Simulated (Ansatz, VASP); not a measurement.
# MoS2: VASP beside Ansatz

```
Mo S
1.0
     3.22734    0.04075    0.00296
    -1.57838    2.80338    0.00625
     0.00578    0.01745    6.42731
Mo S
1 2
Direct
  0.00641 0.99869 0.49642
  0.33178 0.66895 0.25686
  0.67188 0.33276 0.74653
```

Alike in both runs: task single point; functional PBEsol; k mesh 6 × 6 × 3; no spin polarisation.

```csv
,VASP,Ansatz
version,VASP 6.6.1,Ansatz 0.2.0
potentials or method,"VASP PAW PBE potentials, release 64 (Mo_sv, S), cutoff 520 eV","plane waves, PAW"
occupations,"methfessel-paxton of order 1, width 0.1 eV","cold, width 0.1 eV"
valence electrons in the cell,26,26
```

VASP gave:

| Property | Result |
| --- | --- |
| pressure (GPa) | -6.7 |
| traceless stress, the component that is largest in VASP (GPa) | -2.81 |
| rms of the force components (eV/Å) | 0.414 |

What did Ansatz give for the same quantities?

Pressure (GPa): -6.7; traceless stress, the component that is largest in VASP (GPa): -2.78; rms of the force components (eV/Å): 0.413.

VASP's potentials were made for PBE, not for PBEsol. Atom by atom the forces differ by 0.003 eV/Å (rms over components). Ansatz's warnings: stress scf threshold loose.

The k mesh is coarse, so the values compare programs but aren't converged.
